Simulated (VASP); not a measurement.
Wanted: the native input for a VASP 6.6.1 run.

```yaml
Task: single point
Functional: PBE
Potentials_or_basis: VASP PAW PBE potentials, release 64 (Tl_d)
Cutoff: 500 eV
k_mesh: 6 × 6 × 6
Occupations: gaussian, width 0.1 eV
Spin: collinear spin, ferromagnetic start
Starting_moments: "[1.0] μB"
Dipole_correction: no
Further_INCAR_settings: ALGO = Normal; EDIFF = 1e-06; NBANDS = 16
```

The structure of Tl lies in POSCAR:

```
Tl
1.0
   -1.9410000000      1.9410000000      1.9410000000
    1.9410000000     -1.9410000000      1.9410000000
    1.9410000000      1.9410000000     -1.9410000000
Tl
1
Direct
    0.0000000000      0.0000000000      0.0000000000
```

One way to write it, as run:

INCAR

```
  PREC = Accurate
  ENCUT = 500
  EDIFF = 1E-6
  ISMEAR = 0
  SIGMA = 0.1
  LREAL = False
  LASPH = True
  NELM = 200
  ALGO = Normal
  ISIF = 2
  LWAVE = False
  LCHARG = False
  ISPIN = 2
  MAGMOM = 1
  LORBIT = 11
  GGA = PE
  NBANDS = 16
  GGA_COMPAT = False
```

KPOINTS

```
Automatic mesh
0
Gamma
  6 6 6
```

Potentials or basis: VASP PAW PBE potentials, release 64 (Tl_d).

Launch:

```sh
$ cat potpaw_PBE.64/Tl_d/POTCAR > POTCAR
$ mpirun -np 1 vasp_std > vasp.out
```

It gave:

| Quantity | Value |
| --- | --- |
| Pressure | 2.3 GPa |
| Net moment | 0.00 μB per cell |
| Valence electrons inside the program's atomic spheres | Tl 11.21 |

Caveat: the k points lie up to 0.38 Å⁻¹ apart.

Run time: 9.4 s on 1 thread of Intel(R) Xeon(R) 6975P-C (Granite Rapids), with other jobs on the host, peak memory 0.17 GiB.
